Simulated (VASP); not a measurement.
# SiMo3 (Pm-3m) in VASP: a series of runs

The runs below take SiMo3 through single point, relaxation of cell and atoms, with PBE.

Everything below comes from runs of VASP 6.6.1. Logs are shortened: lines on timing, memory, paths and dates and some standing lists are left out, and cuts for length are marked.

## 1. The cell of the first run

The structure is cubic, space group Pm-3m (No. 221). Conventional cell: a = 3.867 Å, b = 3.867 Å, c = 3.867 Å, α = 90.00°, β = 90.00°, γ = 90.00°. Within 3.6 Å of Si (site symmetry m-3m) lie 12 Mo at 2.73 Å. Mo (site symmetry 4/mmm) has 4 Si at 2.73 Å and 8 Mo at 2.73 Å within 3.6 Å.

## 2. Single point, PBE

File INCAR:

```
PREC = Accurate
ENCUT = 520
EDIFF = 1E-6
ISMEAR = 0
SIGMA = 0.1
LREAL = False
LASPH = True
NELM = 80
ALGO = Normal
ISIF = 2
LWAVE = False
LCHARG = True
GGA = PE
LELF = True
LVHAR = True
NBANDS = 31
```

File KPOINTS:

```
Automatic mesh
0
Gamma
  6 6 6
```

File POSCAR:

```
SiMo3
1.0
    3.8674625842      0.0000000000      0.0000000000
    0.0000000000      3.8674625842      0.0000000000
    0.0000000000      0.0000000000      3.8674625842
Si Mo
1 3
Direct
    0.0000000000      0.0000000000      0.0000000000
    0.0000000000      0.5000000000      0.5000000000
    0.5000000000      0.0000000000      0.5000000000
    0.5000000000      0.5000000000      0.0000000000
```

Potentials or basis: VASP PAW PBE potentials, release 64 (Si, Mo_sv).

The run is started by

```bash
cat potpaw_PBE.64/Si/POTCAR potpaw_PBE.64/Mo_sv/POTCAR > POTCAR
mpirun -np 1 vasp_std > vasp.out
```

OUTCAR:

```text
PREC = Accurate
   ENCUT = 520
   EDIFF = 1E-6
   ISMEAR = 0
   LREAL = False
   LASPH = True
   NELM = 80
   ISIF = 2
   GGA = PE

 ion  position               nearest neighbor table
   1  0.000  0.000  0.000-   2 2.73   3 2.73   4 2.73   2 2.73   3 2.73   2 2.73   4 2.73   2 2.73
                             3 2.73   4 2.73   3 2.73   4 2.73
   2  0.000  0.500  0.500-   1 2.73   3 2.73   4 2.73   1 2.73   4 2.73   1 2.73   3 2.73   1 2.73
                             3 2.73   4 2.73   4 2.73   3 2.73
   3  0.500  0.000  0.500-   1 2.73   2 2.73   4 2.73   1 2.73   4 2.73   2 2.73   4 2.73   4 2.73
                             1 2.73   2 2.73   1 2.73   2 2.73
   4  0.500  0.500  0.000-   1 2.73   2 2.73   3 2.73   2 2.73   3 2.73   1 2.73   3 2.73   3 2.73
                             1 2.73   2 2.73   2 2.73   1 2.73

  LATTYP: Found a simple cubic cell.
 ALAT       =     3.8674625842

  Lattice vectors:

 A1 = (   3.8674625842,   0.0000000000,   0.0000000000)
 A2 = (   0.0000000000,   3.8674625842,   0.0000000000)
 A3 = (   0.0000000000,   0.0000000000,   3.8674625842)

Analysis of symmetry for initial positions (statically):
=====================================================================
 Subroutine PRICEL returns:
 Original cell was already a primitive cell.

 Routine SETGRP: Setting up the symmetry group for a
 simple cubic supercell.

 Subroutine GETGRP returns: Found 48 space group operations
 (whereof 48 operations were pure point group operations)
 out of a pool of 48 trial point group operations.

The static configuration has the point symmetry O_h .

Analysis of symmetry for dynamics (positions and initial velocities):
=====================================================================
 Subroutine PRICEL returns:
 Original cell was already a primitive cell.

 Routine SETGRP: Setting up the symmetry group for a
 simple cubic supercell.

 Subroutine GETGRP returns: Found 48 space group operations
 (whereof 48 operations were pure point group operations)
 out of a pool of 48 trial point group operations.

The dynamic configuration has the point symmetry O_h .

 Subroutine INISYM returns: Found 48 space group operations
 (whereof 48 operations are pure point group operations),
 and found     1 'primitive' translations

----------------------------------------------------------------------------------------

                                     Primitive cell

  volume of cell :      57.8467

  direct lattice vectors                    reciprocal lattice vectors
     3.867462584  0.000000000  0.000000000     0.258567466  0.000000000  0.000000000
     0.000000000  3.867462584  0.000000000     0.000000000  0.258567466  0.000000000
     0.000000000  0.000000000  3.867462584     0.000000000  0.000000000  0.258567466

  length of vectors
     3.867462584  3.867462584  3.867462584     0.258567466  0.258567466  0.258567466

  position of ions in fractional coordinates (direct lattice)
     0.000000000  0.000000000  0.000000000
     0.000000000  0.500000000  0.500000000
     0.500000000  0.000000000  0.500000000
     0.500000000  0.500000000  0.000000000

  ion indices of the primitive-cell ions
   primitive index   ion index
                 1           1
                 2           2
                 3           3
                 4           4

----------------------------------------------------------------------------------------

 KPOINTS: Automatic mesh

Automatic generation of k-mesh.
 Grid dimensions read from file:
 generate k-points for:    6    6    6

 Generating k-lattice:

  Cartesian coordinates                     Fractional coordinates (reciprocal lattice)
     0.043094578  0.000000000  0.000000000     0.166666667  0.000000000  0.000000000
     0.000000000  0.043094578  0.000000000     0.000000000  0.166666667  0.000000000
     0.000000000  0.000000000  0.043094578     0.000000000  0.000000000  0.166666667

  Length of vectors
     0.043094578  0.043094578  0.043094578

  Shift w.r.t. Gamma in fractional coordinates (k-lattice)
     0.000000000  0.000000000  0.000000000

 Subroutine IBZKPT returns following result:
 ===========================================

 Found     20 irreducible k-points:

 Following reciprocal coordinates:
            Coordinates               Weight
  0.000000  0.000000  0.000000      1.000000
  0.166667  0.000000  0.000000      6.000000
  0.333333  0.000000  0.000000      6.000000
  0.500000  0.000000  0.000000      3.000000
  0.166667  0.166667  0.000000     12.000000
  0.333333  0.166667  0.000000     24.000000
[... 12 lines left out ...]
  0.500000  0.500000  0.333333      6.000000
  0.500000  0.500000  0.500000      1.000000
   k-points           NKPTS =     20   k-points in BZ     NKDIM =     20   number of bands    NBANDS=     31
   number of dos      NEDOS =    301   number of ions     NIONS =      4
   total plane-waves  NPLWV =  27000
   dimension x,y,z NGX =    30 NGY =   30 NGZ =   30
   dimension x,y,z NGXF=    60 NGYF=   60 NGZF=   60
   ions per type =               1   3
   NGX,Y,Z   is equivalent  to a cutoff of  12.90, 12.90, 12.90 a.u.
   NGXF,Y,Z  is equivalent  to a cutoff of  25.79, 25.79, 25.79 a.u.
 SYSTEM =  unknown system
   PREC   = accura    normal or accurate (medium, high low for compatibility)
   ISTART =      0    job   : 0-new  1-cont  2-samecut
   ICHARG =      2    charge: 1-file 2-atom 10-const
   ISPIN  =      1    spin polarized calculation?
   LNONCOLLINEAR =      F non collinear calculations
   LSORBIT =      F    spin-orbit coupling
   LASPH  =      T    aspherical Exc in radial PAW
   ENCUT  =  520.0 eV  38.22 Ry    6.18 a.u.   7.19  7.19  7.19*2*pi/ulx,y,z
   NELM   =     80;   NELMIN=  2; NELMDL= -5     # of ELM steps
   EDIFF  = 0.1E-05   stopping-criterion for ELM
   LREAL  =      F    real-space projection
   EDIFFG = 0.1E-04   stopping-criterion for IOM
   NSW    =      0    number of steps for IOM
   IBRION =     -1    ionic relax: 0-MD 1-quasi-New 2-CG
   NFREE  =      0    steps in history (QN), initial steepest desc. (CG)
   ISIF   =      2    stress and relaxation
   ISYM   =      2    0-nonsym 1-usesym 2-fastsym
   POTIM  = 0.5000    time-step for ionic-motion
   TEBEG  =    0.0;   TEEND  =   0.0 temperature during run
   PSTRESS=    0.0 pullay stress
   NELECT =      46.0000    total number of electrons
   NUPDOWN=      -1.0000    fix difference up-down
   EMIN   =  10.00;   EMAX   =-10.00  energy-range for DOS
   EFERMI =   0.00;   METHOD = LEGACY
   ISMEAR =     0;   SIGMA  =   0.10  broadening in eV -4-tet -1-fermi 0-gaus
   EFERMI_NEDOS =   21; number of points for ismear=-14 and -15
   IALGO  =     38    algorithm
   IMIX   =      4    mixing-type and parameters
     AMIX     =   0.40;   BMIX     =  1.00
     AMIX_MAG =   1.60;   BMIX_MAG =  1.00
  volume/ion in A,a.u.               =      14.46        97.59
  Fermi-wavevector in a.u.,A,eV,Ry     =   1.516706  2.866158 31.298790  2.300396
  Thomas-Fermi vector in A             =   2.626059
   LORBIT       =      0    0 simple, 1 ext, 2 COOP (PROOUT), +10 PAW based schemes
   GGA     = PE    functional components
   LHFCALC =     F    Hartree Fock is set to
   AEXX    =    0.0000 exact exchange contribution
   IVDW    =     0    specifies the selected vdW correction
   LEPSILON=     F    determine dielectric tensor
   LRPA    =     F    only Hartree local field effects (RPA)
 non-spin polarized calculation
 Gauss-broadening in eV      SIGMA  =   0.10
  energy-cutoff  :      520.00
  volume of cell :       57.85
 maximum number of plane-waves:      1596
 NGX is ok and might be reduce to    30
   NGX = 15   NGY = 15   NGZ = 15

 number of electron      45.9999984 magnetization

 Free energy of the ion-electron system (eV)
  ---------------------------------------------------
  ext. energy  EPLUGINS =         0.00000000
  ---------------------------------------------------
  free energy    TOTEN  =       -38.03178033 eV

  energy without entropy =      -38.01590803  energy(sigma->0) =      -38.02384418

 E-fermi :  13.1087     XC(G=0): -13.1673

 val. band max:       13.0890843643   @ k =   0.5000   0.5000   0.0000
 cond. band min:      13.1269272896   @ k =   0.3333   0.3333   0.0000
 fundamental gap:      0.0378429253
 Fermi energy:        13.1087012653

 k-point     1 :       0.0000    0.0000    0.0000
  band No.  band energies     occupation
      1     -48.1988      2.00000
      2     -47.8623      2.00000
      3     -47.8623      2.00000
      4     -22.7583      2.00000
      5     -22.7583      2.00000
      6     -22.7583      2.00000
[... 23 lines left out ...]
     30      17.7522      0.00000
     31      17.7522      0.00000

 k-point     2 :       0.1667    0.0000    0.0000
  band No.  band energies     occupation
      1     -48.1791      2.00000
      2     -47.8824      2.00000
      3     -47.8620      2.00000
      4     -22.7144      2.00000
      5     -22.7144      2.00000
      6     -22.6913      2.00000
[... 23 lines left out ...]
     30      16.9162      0.00000
     31      17.7541      0.00000

 k-point     3 :       0.3333    0.0000    0.0000
  band No.  band energies     occupation
      1     -48.1282      2.00000
      2     -47.9340      2.00000
      3     -47.8614      2.00000
      4     -22.6070      2.00000
      5     -22.6070      2.00000
      6     -22.5033      2.00000
[... 23 lines left out ...]
     30      17.0891      0.00000
     31      17.4963      0.00000

 k-point     4 :       0.5000    0.0000    0.0000
  band No.  band energies     occupation
      1     -48.0873      2.00000
      2     -47.9753      2.00000
      3     -47.8611      2.00000
      4     -22.5343      2.00000
      5     -22.5343      2.00000
      6     -22.2919      2.00000
[... 499 lines left out ...]
     30      16.8368      0.00000
     31      16.8942      0.00000

 k-point    19 :       0.5000    0.5000    0.3333
  band No.  band energies     occupation
      1     -47.9724      2.00000
      2     -47.9723      2.00000
      3     -47.9723      2.00000
      4     -23.0510      2.00000
      5     -22.6893      2.00000
      6     -22.6164      2.00000
[... 23 lines left out ...]
     30      16.5914      0.00000
     31      17.0073      0.00000

 k-point    20 :       0.5000    0.5000    0.5000
  band No.  band energies     occupation
      1     -47.9719      2.00000
      2     -47.9719      2.00000
      3     -47.9719      2.00000
      4     -23.1381      2.00000
      5     -22.6872      2.00000
      6     -22.6872      2.00000
[... 23 lines left out ...]
     30      17.0532      0.00000
     31      17.0532      0.00000

------------------------ aborting loop because EDIFF is reached ----------------------------------------

  FORCE on cell =-STRESS in cart. coord.  units (eV):
  Direction    XX          YY          ZZ          XY          YZ          ZX
  --------------------------------------------------------------------------------------
  -------------------------------------------------------------------------------------
  Total        3.5703554      3.5703554      3.5703554      0.0000000      0.0000000     -0.0000000
  in kB       98.8880177     98.8880177     98.8880177      0.0000000      0.0000000     -0.0000000
  external PRESSURE =      98.8880177 kB  Pullay stress =       0.0000000 kB

 VOLUME and BASIS-vectors are now :
 -----------------------------------------------------------------------------
  energy-cutoff  :      520.00
  volume of cell :       57.85
      direct lattice vectors                 reciprocal lattice vectors
     3.867462584  0.000000000  0.000000000     0.258567466  0.000000000  0.000000000
     0.000000000  3.867462584  0.000000000     0.000000000  0.258567466  0.000000000
     0.000000000  0.000000000  3.867462584     0.000000000  0.000000000  0.258567466

 POSITION                                       TOTAL-FORCE (eV/Angst)
 -----------------------------------------------------------------------------------
      0.00000      0.00000      0.00000         0.000000      0.000000      0.000000
      0.00000      1.93373      1.93373         0.000000      0.000000      0.000000
      1.93373      0.00000      1.93373         0.000000      0.000000      0.000000
      1.93373      1.93373      0.00000         0.000000      0.000000      0.000000
 -----------------------------------------------------------------------------------
    total drift:                                0.000000      0.000000     -0.000000

  FREE ENERGIE OF THE ION-ELECTRON SYSTEM (eV)
  ---------------------------------------------------
  free  energy   TOTEN  =       -38.0317803334 eV

  energy  without entropy=      -38.0159080272  energy(sigma->0) =      -38.02384418
```

It took 19 s on 1 thread of AMD EPYC 9R45 (Zen 5), shared host; peak memory 0.14 GiB.

What came out:

```yaml
Free_energy: -38.0318 eV
Pressure: 9.9 GPa
Band_gap_on_the_k_mesh: zero (bands 23 and 24 overlap by 1.20 eV)
```

Levels at points of the mesh, in eV from the Fermi level:
```tsv
k point	band 21	band 22	band 23	band 24	band 25	band 26
(0.00, 0.00, 0.00)	-0.91	-0.91	0.03	0.03	0.03	2.41
(0.50, 0.00, 0.00)	-1.41	-1.39	-1.11	-0.07	0.33	0.33
(0.50, 0.50, 0.00)	-1.37	-1.37	-0.08	-0.08	-0.06	-0.02
(0.50, 0.50, 0.50)	-1.70	-1.70	-0.16	-0.16	-0.16	0.94
```

Caveat: the cell stands under pressure.

(Continued in part 2 of 2.)
